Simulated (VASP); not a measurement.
# Si7Ge (P-42m) in VASP: a series of runs, part 2 of 2

VASP 6.6.1.

### Step 3. Single point, PBEsol (volume 17.081 Å^3 an atom, c/a of the conventional cell 0.8864)

Contents of INCAR:

```
SYSTEM = Si7Ge
ALGO     = Normal         ! electronic algorithm
EDIFF    = 1E-6           ! SCF threshold, eV
ENCUT    = 520            ! plane-wave cutoff, eV
GGA      = PS             ! functional
ISIF     = 2              ! what is computed and relaxed
ISMEAR   = 0              ! smearing method
LASPH    = .True.         ! aspherical terms in the spheres
LCHARG   = .False.        ! write CHGCAR
LREAL    = .False.        ! projectors in reciprocal space
LWAVE    = .False.        ! write WAVECAR
NBANDS   = 31             ! bands
NELM     = 100            ! most SCF steps
PREC     = Accurate       ! precision mode
SIGMA    = 0.03           ! smearing width, eV
```

Contents of KPOINTS:

```
k-points
0
Gamma
  8 8 8
  0 0 0
```

Contents of POSCAR:

```
Si7Ge
1.0
    5.3619716170      0.0000000000      0.0000000000
    0.0000000000      5.3619716170      0.0000000000
    0.0000000000      0.0000000000      4.7528516413
Si Ge
7 1
Direct
    0.2525986838      0.2525986838      0.2525986838
    0.0000000000      0.5000000000      0.5000000000
    0.5000000000      0.5000000000      0.0000000000
    0.5000000000      0.0000000000      0.5000000000
    0.7474013162      0.2525986838      0.7474013162
    0.7474013162      0.7474013162      0.2525986838
    0.2525986838      0.7474013162      0.7474013162
    0.0000000000      0.0000000000      0.0000000000
```

Potentials or basis: VASP PAW PBE potentials, release 64 (Si, Ge_d).

Launch:

```
$ cat potpaw_PBE.64/Si/POTCAR potpaw_PBE.64/Ge_d/POTCAR > POTCAR
$ mpirun -np 1 vasp_std > vasp.out
```

OUTCAR:

```text
SYSTEM = Si7Ge
   EDIFF = 1E-6
   ENCUT = 520
   GGA = PS
   ISIF = 2
   ISMEAR = 0
   LASPH = .True.
   LREAL = .False.
   NELM = 100
   PREC = Accurate

 ion  position               nearest neighbor table
   1  0.253  0.253  0.253-   3 2.23   2 2.23   4 2.23   8 2.26
   2  0.000  0.500  0.500-   1 2.23   5 2.23   6 2.23   7 2.23
   3  0.500  0.500  0.000-   1 2.23   5 2.23   6 2.23   7 2.23
   4  0.500  0.000  0.500-   1 2.23   5 2.23   6 2.23   7 2.23
   5  0.747  0.253  0.747-   3 2.23   2 2.23   4 2.23   8 2.26
   6  0.747  0.747  0.253-   3 2.23   2 2.23   4 2.23   8 2.26
[... 1031 lines left out ...]
  Total       16.9118636     16.9118636     21.4058940      0.0000000      0.0000000      0.0000000
  in kB      198.2890679    198.2890679    250.9809000      0.0000000      0.0000000      0.0000000
  external PRESSURE =     215.8530119 kB  Pullay stress =       0.0000000 kB

 VOLUME and BASIS-vectors are now :
 -----------------------------------------------------------------------------
  energy-cutoff  :      520.00
  volume of cell :      136.65
      direct lattice vectors                 reciprocal lattice vectors
     5.361971617  0.000000000  0.000000000     0.186498563  0.000000000  0.000000000
     0.000000000  5.361971617  0.000000000     0.000000000  0.186498563  0.000000000
     0.000000000  0.000000000  4.752851641     0.000000000  0.000000000  0.210400003

 POSITION                                       TOTAL-FORCE (eV/Angst)
 -----------------------------------------------------------------------------------
      1.35443      1.35443      1.20056        -0.016611     -0.016611      0.070060
      0.00000      2.68099      2.37643         0.000000     -0.000000      0.000000
      2.68099      2.68099      0.00000         0.000000     -0.000000      0.000000
      2.68099      0.00000      2.37643        -0.000000     -0.000000      0.000000
      4.00754      1.35443      3.55229         0.016611     -0.016611     -0.070060
      4.00754      4.00754      1.20056         0.016611      0.016611      0.070060
      1.35443      4.00754      3.55229        -0.016611      0.016611     -0.070060
      0.00000      0.00000      0.00000         0.000000     -0.000000      0.000000
 -----------------------------------------------------------------------------------
    total drift:                                0.000000      0.000000     -0.000000

  FREE ENERGIE OF THE ION-ELECTRON SYSTEM (eV)
  ---------------------------------------------------
  free  energy   TOTEN  =       -43.2839501446 eV

  energy  without entropy=      -43.2834243509  energy(sigma->0) =      -43.28368725
```

OSZICAR:

```text
N       E                     dE             d eps       ncg     rms          rms(c)
DAV:   1     0.233119798414E+03    0.23312E+03   -0.17867E+04  6208   0.185E+03
DAV:   2    -0.922784319208E+01   -0.24235E+03   -0.22735E+03  5216   0.532E+02
DAV:   3    -0.429782251011E+02   -0.33750E+02   -0.33173E+02  5540   0.104E+02
DAV:   4    -0.445231587573E+02   -0.15449E+01   -0.15415E+01  6061   0.250E+01
DAV:   5    -0.445604798690E+02   -0.37321E-01   -0.37317E-01  5747   0.399E+00    0.118E+01
DAV:   6    -0.436462902913E+02    0.91419E+00   -0.50118E-01  5571   0.311E+00    0.707E+00
DAV:   7    -0.432837969430E+02    0.36249E+00   -0.82074E-01  5136   0.373E+00    0.649E-01
DAV:   8    -0.432836107871E+02    0.18616E-03   -0.67744E-02  6004   0.187E+00    0.255E-01
DAV:   9    -0.432839555034E+02   -0.34472E-03   -0.31979E-03  6135   0.443E-01    0.127E-01
DAV:  10    -0.432839279933E+02    0.27510E-04   -0.47448E-04  5537   0.118E-01    0.617E-02
DAV:  11    -0.432839503669E+02   -0.22374E-04   -0.46979E-05  5998   0.481E-02    0.117E-02
DAV:  12    -0.432839501446E+02    0.22237E-06   -0.27704E-06  5424   0.113E-02
   1 F= -.43283950E+02 E0= -.43283687E+02  d E =-.525794E-03
```

stdout:

```text
POSCAR found type information on POSCAR SiGe
 POSCAR found :  2 types and       8 ions
 scaLAPACK will be used
 -----------------------------------------------------------------------------
|                                                                             |
|                                                                             |
|     You enforced a specific xc type in the INCAR file but a different       |
|     I HOPE YOU KNOW WHAT YOU ARE DOING!                                     |
|                                                                             |
 -----------------------------------------------------------------------------

 LDA part: xc-table for (Slater+PW92), standard interpolation
 POSCAR, INCAR and KPOINTS ok, starting setup
 FFT: planning ... GRIDC
 FFT: planning ... GRID_SOFT
 FFT: planning ... GRID
 WAVECAR not read
 entering main loop
```

Run time: 5.8 min. Hardware: 1 thread of AMD EPYC 7R13, shared host; peak memory 0.37 GiB.

What came out:

* Free energy: -43.2840 eV
* Pressure: 21.6 GPa
* Largest force: 0.074 eV/Å
* Band gap on the k mesh: zero (band 21 reaches 7.46 eV, above the bottom of band 22 at 6.97 eV)

Forces on the atoms (eV/Å):
```
Si  -0.017 -0.017  0.070
Si   0.000  0.000  0.000
Si   0.000  0.000  0.000
Si   0.000  0.000  0.000
Si   0.017 -0.017 -0.070
Si   0.017  0.017  0.070
Si  -0.017  0.017 -0.070
Ge   0.000  0.000  0.000
```

Caveat: the PAW data sets were made with another functional, which shifts forces and pressure a little.

### Step 4. Single point, PBEsol (volume 18.166 Å^3 an atom, c/a of the conventional cell 1.1282)

Contents of INCAR:

```
SYSTEM = Si7Ge
PREC = Accurate ; ENCUT = 520
EDIFF = 1E-6 ; ISMEAR = 0
SIGMA = 0.03 ; LREAL = .FALSE.
LASPH = .TRUE. ; NELM = 100
ALGO = Normal ; ISIF = 2
LWAVE = .FALSE. ; LCHARG = .FALSE.
GGA = PS ; NBANDS = 31
```

Contents of KPOINTS:

```
regular mesh
0
G
  8 8 8
  0 0 0
```

POSCAR, as its differences from that of step 3:

```diff
@@ -2,5 +2,5 @@
 1.0
-    5.3619716170      0.0000000000      0.0000000000
-    0.0000000000      5.3619716170      0.0000000000
-    0.0000000000      0.0000000000      4.7528516413
+    5.0503452375      0.0000000000      0.0000000000
+    0.0000000000      5.0503452375      0.0000000000
+    0.0000000000      0.0000000000      5.6977994969
 Si Ge
```

Launch:

```
$ cat potpaw_PBE.64/Si/POTCAR potpaw_PBE.64/Ge_d/POTCAR > POTCAR
$ mpirun -np 1 vasp_std > vasp.out
```

It took 8.4 min on 1 thread of AMD EPYC 7R13, shared host; peak memory 0.4 GiB.

Results (log left out):

- Free energy: -44.0339 eV
- Pressure: 12.3 GPa
- Largest force: 0.064 eV/Å
- Band gap on the k mesh: zero (band 21 reaches 7.14 eV, above the bottom of band 22 at 6.82 eV)

Forces on the atoms (eV/Å):
```
Si   0.038  0.038 -0.034
Si   0.000  0.000  0.000
Si   0.000  0.000  0.000
Si   0.000  0.000  0.000
Si  -0.038  0.038  0.034
Si  -0.038 -0.038 -0.034
Si   0.038 -0.038  0.034
Ge   0.000  0.000  0.000
```

Stress tensor (GPa, compression positive):
```
16.65  0.00  0.00
 0.00 16.65  0.00
 0.00  0.00  3.59
```

Levels at points of the mesh, in eV from the Fermi level:
| k point | band 19 | band 20 | band 21 | band 22 | band 23 | band 24 |
| --- | --- | --- | --- | --- | --- | --- |
| (0.00, 0.00, 0.00) | -0.79 | -0.28 | -0.03 | -0.03 | 0.11 | 0.32 |
| (0.50, 0.00, 0.00) | -2.58 | -2.35 | -2.28 | 0.44 | 0.61 | 2.92 |
| (0.50, 0.50, 0.00) | -0.84 | -0.75 | -0.75 | 2.99 | 2.99 | 3.20 |
| (0.00, 0.00, 0.50) | -1.73 | -1.60 | -1.60 | 1.39 | 1.58 | 2.81 |
| (0.50, 0.00, 0.50) | -1.98 | -1.97 | -1.94 | 1.84 | 1.85 | 1.92 |
| (0.50, 0.50, 0.50) | -0.79 | -0.63 | -0.63 | 0.71 | 0.90 | 1.10 |

Caveat: the PAW data sets were made with another functional, which shifts forces and pressure a little.

### Step 5. Single point, PBEsol (volume 18.166 Å^3 an atom, c/a of the conventional cell 1.0837)

Contents of INCAR:

```
  ALGO = Normal
  EDIFF = 1E-6
  ENCUT = 520
  GGA = PS
  ISIF = 2
  ISMEAR = 0
  LASPH = True
  LCHARG = True
  LELF = True
  LREAL = False
  LVHAR = True
  LWAVE = False
  NBANDS = 31
  NELM = 100
  PREC = Accurate
  SIGMA = 0.03
```

Contents of KPOINTS:

```
k-points
0
Gamma
  8 8 8
```

POSCAR, as its differences from that of step 4:

```diff
@@ -2,5 +2,5 @@
 1.0
-    5.0503452375      0.0000000000      0.0000000000
-    0.0000000000      5.0503452375      0.0000000000
-    0.0000000000      0.0000000000      5.6977994969
+    5.1185475386      0.0000000000      0.0000000000
+    0.0000000000      5.1185475386      0.0000000000
+    0.0000000000      0.0000000000      5.5469699676
 Si Ge
```

Launch:

```
$ cat potpaw_PBE.64/Si/POTCAR potpaw_PBE.64/Ge_d/POTCAR > POTCAR
$ mpirun -np 1 vasp_std > vasp.out
```

Wall time 9.7 min (1 thread of AMD EPYC 7R13, shared host); peak memory 0.4 GiB.

It converged, with:

```yaml
Free_energy: -44.2903 eV
Pressure: 12.7 GPa
Largest_force: 0.037 eV/Å
Band_gap_on_the_k_mesh: zero (band 21 reaches 7.04 eV, above the bottom of band 22 at 6.84 eV)
```

Forces on the atoms (eV/Å):
```
Si   0.016  0.016 -0.030
Si   0.000  0.000  0.000
Si   0.000  0.000  0.000
Si   0.000  0.000  0.000
Si  -0.016  0.016  0.030
Si  -0.016 -0.016 -0.030
Si   0.016 -0.016  0.030
Ge   0.000  0.000  0.000
```

Stress tensor (GPa, compression positive):
```
15.42  0.00  0.00
 0.00 15.42  0.00
 0.00  0.00  7.27
```

Levels at points of the mesh, in eV from the Fermi level:
```tsv
k point	band 19	band 20	band 21	band 22	band 23	band 24
(0.00, 0.00, 0.00)	-0.50	-0.16	0.04	0.04	0.23	0.28
(0.50, 0.00, 0.00)	-2.43	-2.30	-2.22	0.56	0.74	2.94
(0.50, 0.50, 0.00)	-1.06	-0.99	-0.99	2.76	2.76	2.94
(0.00, 0.00, 0.50)	-1.90	-1.77	-1.77	1.20	1.39	2.85
(0.50, 0.00, 0.50)	-1.80	-1.78	-1.75	1.98	1.99	2.09
(0.50, 0.50, 0.50)	-1.00	-0.85	-0.85	1.03	1.29	1.47
```

Caveat: the PAW data sets were made with another functional, which shifts forces and pressure a little.

### Step 6. Single point, PBEsol (volume 18.166 Å^3 an atom, c/a of the conventional cell 0.9228)

Contents of INCAR:

```
SYSTEM = Si7Ge
  PREC = Accurate
  ENCUT = 520
  EDIFF = 1E-6
  ISMEAR = 0
  SIGMA = 0.03
  LREAL = .False.
  LASPH = .True.
  NELM = 100
  ALGO = Normal
  ISIF = 2
  LWAVE = .False.
  LCHARG = .True.
  GGA = PS
  LELF = .True.
  LVHAR = .True.
  NBANDS = 31
```

Contents of KPOINTS:

```
Automatic mesh
0
Gamma
  8 8 8
  0 0 0
```

POSCAR, as its differences from that of step 5:

```diff
@@ -2,5 +2,5 @@
 1.0
-    5.1185475386      0.0000000000      0.0000000000
-    0.0000000000      5.1185475386      0.0000000000
-    0.0000000000      0.0000000000      5.5469699676
+    5.4002504735      0.0000000000      0.0000000000
+    0.0000000000      5.4002504735      0.0000000000
+    0.0000000000      0.0000000000      4.9833511370
 Si Ge
```

Potentials or basis: VASP PAW PBE potentials, release 64 (Si, Ge_d).

Launch:

```
$ cat potpaw_PBE.64/Si/POTCAR potpaw_PBE.64/Ge_d/POTCAR > POTCAR
$ mpirun -np 1 vasp_std > vasp.out
```

It took 9.3 min on 1 thread of AMD EPYC 7R13, shared host; peak memory 0.39 GiB.

The run converged. Its results:

```yaml
Free_energy: -44.3344 eV
Pressure: 12.7 GPa
Largest_force: 0.048 eV/Å
Band_gap_on_the_k_mesh: zero (band 21 reaches 6.92 eV, above the bottom of band 22 at 6.65 eV)
```

Forces in eV/Å, atoms in the order of the input:
```
Si  -0.019 -0.019  0.039
Si   0.000  0.000  0.000
Si   0.000  0.000  0.000
Si   0.000  0.000  0.000
Si   0.019 -0.019 -0.039
Si   0.019  0.019  0.039
Si  -0.019  0.019 -0.039
Ge   0.000  0.000  0.000
```

Stress tensor (GPa, compression positive):
```
10.84  0.00  0.00
 0.00 10.84  0.00
 0.00  0.00 16.29
```

Levels at points of the mesh, in eV from the Fermi level:
```tsv
k point	band 17	band 18	band 19	band 20	band 21	band 22	band 23	band 24	band 25	band 26
(0.00, 0.00, 0.00)	-3.01	-2.98	-0.22	-0.22	-0.22	-0.10	0.38	0.49	0.65	0.65
(0.50, 0.00, 0.00)	-3.78	-2.13	-2.05	-1.93	-1.85	1.02	1.21	2.88	2.89	3.61
(0.50, 0.50, 0.00)	-3.94	-2.10	-1.95	-1.93	-1.93	1.74	1.74	1.87	1.98	4.83
(0.00, 0.00, 0.50)	-3.18	-2.56	-2.56	-2.46	-2.46	0.34	0.51	3.11	3.19	4.84
(0.50, 0.00, 0.50)	-4.44	-1.46	-1.33	-1.29	-1.26	2.52	2.52	2.65	2.79	4.28
(0.50, 0.50, 0.50)	-1.70	-1.09	-0.99	-0.99	-0.84	1.11	1.48	1.48	1.65	2.71
```

Caveat: the PAW data sets were made with another functional, which shifts forces and pressure a little.

### Step 7. Summary

| cell | gap on the mesh (eV) | pressure (GPa) | largest force (eV/Å) |
| --- | --- | --- | --- |
| a = 4.948, b = 4.948, c = 5.582 Å, 8 atoms | none | 21.8 | 0.07 |
| a = 5.362, b = 5.362, c = 4.753 Å, 8 atoms | none | 21.6 | 0.07 |
| a = 5.050, b = 5.050, c = 5.698 Å, 8 atoms | none | 12.3 | 0.06 |
| a = 5.119, b = 5.119, c = 5.547 Å, 8 atoms | none | 12.7 | 0.04 |
| a = 5.400, b = 5.400, c = 4.983 Å, 8 atoms | none | 12.7 | 0.05 |

Alike in all rows: task single point; level PBEsol; potentials or basis VASP PAW PBE potentials, release 64 (Si, Ge_d); no spin polarisation; k mesh 8 × 8 × 8; cutoff (eV) 520; smearing gaussian 0.03 eV.

Caveats: the PAW data sets were made with another functional, which shifts forces and pressure a little.

Absolute energies hang on the potentials; compare differences alone.
